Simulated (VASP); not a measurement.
# H6C2O in VASP: a series of runs, part 2 of 2

VASP 6.6.1.

## 4. Single point, PBE+D3(BJ)

INCAR reads:

```
SYSTEM = H6C2O
ALGO = Normal ; EDIFF = 1E-7
ENCUT = 520 ; GGA = PE
ISIF = 2 ; ISMEAR = -1
IVDW = 12 ; LASPH = .TRUE.
LCHARG = .FALSE. ; LREAL = Auto
LWAVE = .FALSE. ; NBANDS = 64
NELM = 100 ; PREC = Accurate
SIGMA = 0.02
```

KPOINTS reads:

```
k-points
0
G
  1 1 1
  0 0 0
```

POSCAR reads:

```
H6C2O
1.0
    7.2936330000      0.0000000000      0.0000000000
    0.0000000000      7.2936330000      0.0000000000
    0.0000000000      0.0000000000      7.2936330000
C O H
8 4 24
Direct
    0.3586964137      0.7938979107     -0.0347426310
    0.2352188546      0.7728384469      0.1281940015
    1.0724559352      0.6203081510      0.6843503094
    1.0472832949      0.8293397817      0.6413264830
    0.3707343103      0.1824605104      0.4427148994
    0.5367695358      0.1820629034      0.5566910208
    1.0250035887      0.2366721770      0.0863904175
    0.8327262970      0.1575209501      0.1011018789
    0.3096262178      0.6424233300      0.2651902008
    0.8976596437      0.8516606196      0.5194941945
    0.6345260311      0.3517451454      0.5094991755
    0.8380871371     -0.0433940123      0.1108638178
    0.4444150124      0.6548177020      0.2664789961
    0.2358906734      0.9015123190      0.2083186801
    0.0763816880      0.7439776583      0.0900237234
    0.2856326881      0.8790269541     -0.1229428462
    0.4901672459      0.8615870856      0.0198392214
    0.3695963315      0.6827324599     -0.1165262908
    0.9739590681      0.8789995329      0.4094255908
    1.0482704573      0.9100128838      0.7874128024
    1.1865691624      0.8721442387      0.5781892234
    0.9445635666      0.5496986207      0.7245634651
    1.1705963270      0.5731848586      0.5747889975
    1.1465890867      0.5851267811      0.8178503086
    0.7510386113      0.3367320511      0.5894044847
    0.5190554556      0.1524754536      0.7070276226
    0.6085718873      0.0614645678      0.5433369077
    0.2798468198      0.0731734103      0.4643913397
    0.3131909708      0.3235973074      0.4787189046
    0.4189133180      0.1576169242      0.3119981496
    0.7261127616     -0.0663181161      0.1801159998
    0.7538629926      0.2272118710      0.2137206520
    0.7730989481      0.1729042303     -0.0437093558
    1.0819573730      0.1371195946     -0.0074585601
    1.0061652403      0.3726949245      0.0293406592
    1.1067324062      0.2473664359      0.2304201486
```

Launch:

```console
$ cat potpaw_PBE.64/C/POTCAR potpaw_PBE.64/O/POTCAR potpaw_PBE.64/H/POTCAR > POTCAR
$ mpirun -np 1 vasp_gam > vasp.out
```

Run time: 1.8 min. Hardware: 1 thread of Intel Xeon 8259CL, shared host; peak memory 0.35 GiB.

Results (log left out):

```
Free energy                : -185.6519 eV
Pressure                   : -0.8 GPa
Largest force              : 4.331 eV/Å
Band gap on the k mesh     : 4.76 eV
Dispersion energy per atom : -0.037 eV
```

Forces in eV/Å, atoms in the order of the input:
```
C    0.871  2.475  3.446
C   -1.127 -0.465  1.206
C    1.462  0.127  1.215
C    2.080 -0.578  3.047
C   -0.299  2.463  2.147
C   -0.396  0.818  1.793
C    0.084 -0.457  2.641
C   -0.293  0.322 -1.489
O   -0.302 -0.144 -0.585
O    1.395  0.959 -0.759
O    1.964 -1.583  2.199
O   -0.359  0.566  1.283
H   -0.647 -0.063 -0.117
H   -0.394  0.208 -0.574
H    2.559 -0.078  0.770
H   -0.505  2.084 -1.216
H   -0.865 -0.750 -1.101
H    1.123 -3.214 -1.403
H   -1.539 -0.067 -0.021
H   -0.959 -0.776 -2.396
H   -1.492 -0.225  0.402
H   -0.183  0.002 -1.259
H   -1.362 -0.637  0.348
H   -0.196  0.851 -0.999
H   -1.636  0.778 -1.517
H   -0.681  1.485  0.050
H    2.318 -2.122 -1.581
H   -1.217 -1.030  0.850
H   -0.251 -1.218 -1.239
H    0.426  0.555 -2.730
H    0.143 -0.632 -0.019
H    0.008 -0.654 -0.618
H   -0.110  0.711  1.328
H    1.200  0.208 -0.423
H    0.486  0.339 -0.229
H   -1.306 -0.258 -2.451
```

Stress tensor (GPa, compression positive):
```
-1.32 -1.14 -1.33
-1.14  1.04 -0.50
-1.33 -0.50 -2.00
```

Levels at points of the mesh, in eV from the valence-band top:
```tsv
k point	band 37	band 38	band 39	band 40	band 41	band 42	band 43	band 44
(0.00, 0.00, 0.00)	-0.38	-0.20	-0.09	0.00	4.76	5.67	6.37	6.52
```

Caveat: the k points lie up to 0.86 Å⁻¹ apart; the atoms stand as in a frame of molecular dynamics.

## 5. Relaxation of the atoms, PBE+D3(BJ)

INCAR reads:

```
SYSTEM = H6C2O
PREC = Accurate
ENCUT = 520
EDIFF = 1E-6
ISMEAR = -1
SIGMA = 0.02
LREAL = Auto
LASPH = .TRUE.
NELM = 100
ALGO = Normal
ISIF = 2
LWAVE = .FALSE.
LCHARG = .FALSE.
GGA = PE
IVDW = 12
IBRION = 2
NSW = 35
EDIFFG = -0.3
```

KPOINTS reads:

```
regular mesh
0
G
  1 1 1
  0 0 0
```

POSCAR reads:

```
H6C2O
1.0
    7.2936330000      0.0000000000      0.0000000000
    0.0000000000      7.2936330000      0.0000000000
    0.0000000000      0.0000000000      7.2936330000
C O H
8 4 24
Direct
    0.5417349000      0.7286415000      0.0728195000
    0.3749219000      0.6060757000      0.0617603000
    0.7572777000      0.6031323000      0.4987431000
    0.8639612000      0.7808466000      0.5014917000
    0.5321124000      0.1924253000      0.6013813000
    0.5189782000      0.1512620000      0.8041234000
    0.9642194000      0.3833233000     -0.0325839000
    0.9724646000      0.2045756000      0.0720707000
    0.3764514000      0.4922901000      0.2208856000
    0.8255212000      0.8736562000      0.3336254000
    0.6356179000      0.2783902000      0.8963404000
    1.1393382000      0.1158995000      0.0214730000
    0.2696264000      0.4129917000      0.2149227000
    0.2495025000      0.6894836000      0.0563657000
    0.3797834000      0.5230237000     -0.0639169000
    0.5484485000      0.8197659000     -0.0460166000
    0.5360505000      0.8118213000      0.1971368000
    0.6661768000      0.6455589000      0.0769969000
    0.8935763000      0.9881269000      0.3342042000
    0.8226093000      0.8643755000      0.6199355000
    1.0114089000      0.7526614000      0.5149377000
    0.7810836000      0.5251428000      0.6245273000
    0.6108073000      0.6314805000      0.4865467000
    0.7993829000      0.5198988000      0.3816734000
    0.6280270000      0.2529218000      1.0268360000
    0.3763639000      0.1653326000      0.8508051000
    0.5619183000      0.0093413000      0.8311544000
    0.4452418000      0.0990084000      0.5226569000
    0.4883110000      0.3330518000      0.5747056000
    0.6736454000      0.1772455000      0.5550783000
    1.1457933000      0.0007961000      0.0881432000
    0.9683314000      0.2310374000      0.2203903000
    0.8533438000      0.1188315000      0.0378045000
    0.8386618000      0.4582610000      0.0004368000
    1.0820264000      0.4687342000      0.0025223000
    0.9671752000      0.3566614000     -0.1798469000
```

Launch:

```console
$ cat potpaw_PBE.64/C/POTCAR potpaw_PBE.64/O/POTCAR potpaw_PBE.64/H/POTCAR > POTCAR
$ mpirun -np 1 vasp_gam > vasp.out
```

Wall time 14 min (1 thread of Intel Xeon 8259CL, shared host); peak memory 0.41 GiB.

The run converged. Its results:

* Free energy: -188.7589 eV
* Energy gained by relaxing: 9.5 meV/atom
* Ionic steps: 15
* Pressure after relaxing: 0.2 GPa
* Largest force after relaxing: 0.299 eV/Å
* Band gap on the k mesh: 4.50 eV
* Dispersion energy per atom: -0.037 eV

Forces in eV/Å, atoms in the order of the input:
```
C   -0.132 -0.173  0.009
C   -0.142 -0.185  0.082
C    0.054  0.107 -0.049
C    0.052  0.041  0.008
C   -0.005  0.072 -0.120
C   -0.027 -0.059 -0.194
C    0.014 -0.189  0.011
C    0.037 -0.071  0.016
O    0.021  0.102 -0.176
O    0.066 -0.034  0.178
O    0.085 -0.013  0.059
O   -0.168  0.088  0.130
H    0.188  0.089 -0.103
H    0.103 -0.027  0.081
H    0.008  0.094  0.148
H    0.013  0.128 -0.104
H   -0.033  0.125  0.113
H    0.076 -0.128  0.031
H   -0.063 -0.213  0.131
H    0.026 -0.021 -0.109
H   -0.069 -0.036  0.039
H    0.102  0.039  0.111
H   -0.069  0.218 -0.019
H    0.147 -0.013 -0.113
H   -0.185  0.088 -0.055
H   -0.090 -0.004 -0.128
H    0.082 -0.130  0.084
H   -0.081 -0.034  0.009
H   -0.146  0.044 -0.051
H    0.118  0.009 -0.017
H   -0.122  0.273  0.001
H   -0.038  0.015 -0.027
H    0.018  0.082  0.031
H   -0.142 -0.125  0.144
H    0.181 -0.046 -0.013
H    0.122 -0.112 -0.140
```

Stress tensor (GPa, compression positive):
```
 1.04  0.29  0.25
 0.29 -0.36  0.15
 0.25  0.15 -0.11
```

Step by step:
```
step  energy change (eV)  largest force (eV/Å)  pressure (GPa)
   1              0.0000                0.6774            1.69
   2              0.0335                1.5783            1.17
   3             -0.0385                0.4910            1.44
   4             -0.0801                0.7506            0.86
   5             -0.0809                0.8830            0.77
   6             -0.1079                0.4867            0.70
   7             -0.1277                0.5129            0.60
   8             -0.1596                0.4261            0.47
   9             -0.1857                0.5831            0.16
  10             -0.2078                0.5352            0.14
  11             -0.2444                0.4670            0.06
  12             -0.2469                0.4968            0.03
  13             -0.2834                0.3777            0.11
  14             -0.3062                0.5527            0.23
  15             -0.3410                0.2989            0.19
```

Final structure:
```
CELL_PARAMETERS angstrom
7.29363 0.00000 0.00000
0.00000 7.29363 0.00000
0.00000 0.00000 7.29363
ATOMIC_POSITIONS crystal
C 0.54129 0.72786 0.07554
C 0.37465 0.60654 0.06494
C 0.75956 0.60501 0.50066
C 0.87062 0.78146 0.50412
C 0.52395 0.19170 0.59133
C 0.50398 0.15127 0.79320
C 0.97792 0.38420 0.97093
C 0.98259 0.20579 0.07874
O 0.36923 0.48765 0.22480
O 0.84623 0.88062 0.33310
O 0.60222 0.28833 0.89420
O 0.15436 0.11099 0.04643
H 0.27308 0.39590 0.20734
H 0.24812 0.69160 0.05907
H 0.37994 0.52272 0.93867
H 0.54663 0.81157 0.95172
H 0.54048 0.81717 0.19538
H 0.66772 0.64774 0.07995
H 0.89565 0.00427 0.34663
H 0.82673 0.86748 0.62140
H 0.01810 0.75048 0.52235
H 0.78032 0.52672 0.62718
H 0.61170 0.62798 0.48769
H 0.79823 0.51654 0.38560
H 0.58676 0.26375 0.02451
H 0.36065 0.14810 0.83820
H 0.56291 0.01523 0.82013
H 0.44327 0.09538 0.50869
H 0.48142 0.33181 0.55829
H 0.66709 0.17733 0.54816
H 0.14381 0.98373 0.08786
H 0.97021 0.23704 0.22758
H 0.86739 0.11674 0.03887
H 0.85557 0.46479 0.00164
H 0.09406 0.47239 0.00182
H 0.97345 0.35816 0.82342
```

Levels at points of the mesh, in eV from the valence-band top:
| k point | band 37 | band 38 | band 39 | band 40 | band 41 | band 42 | band 43 | band 44 |
| --- | --- | --- | --- | --- | --- | --- | --- | --- |
| (0.00, 0.00, 0.00) | -0.68 | -0.46 | -0.26 | 0.00 | 4.50 | 5.91 | 6.17 | 6.33 |

Caveat: the k points lie up to 0.86 Å⁻¹ apart; the relaxation stopped at a loose force limit of 0.3 eV/Å, so its end isn't a converged minimum.

## 6. Summary

| task | cell | gap on the mesh (eV) | pressure (GPa) | largest force (eV/Å) |
| --- | --- | --- | --- | --- |
| single point | as given, atomic positions A | 4.19 | -1.9 | 5.40 |
| single point | as given, atomic positions B | 4.38 | -0.1 | 6.54 |
| single point | as given, atomic positions C | 4.76 | -0.8 | 4.33 |
| relaxation of the atoms | atoms relaxed, atomic positions D | 4.50 | 0.2 | 0.30 |

Alike in all rows: level PBE+D3(BJ); potentials or basis VASP PAW PBE potentials, release 64 (C, O, H); no spin polarisation; k mesh 1 × 1 × 1; cutoff (eV) 520; smearing fermi-dirac 0.02 eV.

Caveats: all runs use coarse meshes; the atoms stand as in a frame of molecular dynamics (at least some runs); the relaxation stopped at a loose force limit of 0.3 eV/Å, so its end isn't a converged minimum (at least some runs).

Absolute energies hang on the potentials; compare differences alone.
